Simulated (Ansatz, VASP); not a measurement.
## Cu in VASP and in Ansatz

INCAR

```
  PREC = Accurate
  ENCUT = 520
  EDIFF = 1E-7
  ISMEAR = 0
  SIGMA = 0.15
  LREAL = False
  LASPH = True
  NELM = 80
  ALGO = Fast
  ISIF = 2
  LWAVE = False
  LCHARG = True
  GGA = PS
  LELF = True
  LVHAR = True
  NBANDS = 12
```

KPOINTS

```
regular mesh
0
Gamma
  26 26 26
```

POSCAR

```
Cu
1.0
   -1.3976761718      1.3976761718      1.4663554711
    1.3976761718     -1.3976761718      1.4663554711
    1.3976761718      1.3976761718     -1.4663554711
Cu
1
Direct
    0.0000000000      0.0000000000      0.0000000000
```

Input for Ansatz:

```yaml
crystal:
  lattice:
    - [-1.3976761718, 1.3976761718, 1.4663554711]
    - [1.3976761718, -1.3976761718, 1.4663554711]
    - [1.3976761718, 1.3976761718, -1.4663554711]
  atoms:
    - { symbol: Cu, position: [0.0, 0.0, 0.0] }
basis:
  ecutwfc: 420
kpoints:
  mp_grid: { grid: [26, 26, 26] }
hamiltonian:
  xc: pbesol
scf:
  occupations: { method: gaussian, width: 0.15 }
output:
  forces: true
  stress: true
  eigenvalues: true
```

Alike in both runs: task single point; functional PBEsol; k mesh 26 × 26 × 26; occupations gaussian, width 0.15 eV; no spin polarisation.

|  | VASP | Ansatz |
| --- | --- | --- |
| version | VASP 6.6.1 | Ansatz 0.2.0 |
| potentials or method | VASP PAW PBE potentials, release 64 (Cu), cutoff 520 eV | scalar-relativistic, plane waves, PAW |
| valence electrons in the cell | 11 | 19 |

```csv
,VASP,Ansatz,Ansatz less VASP
gap on the k mesh at the Fermi level (eV),none,none,-
pressure (GPa),-0.4,-1.4,-1.08
"traceless stress, the component that is largest in VASP (GPa)",0.51,0.51,-0.001
```

VASP's potentials were made for PBE, not for PBEsol. A gap of «none» marks a metal or a gap that the smearing closes. VASP's potentials hold 11 valence electrons a cell and Ansatz's 19, so a difference there can come from the potentials and not from the codes.
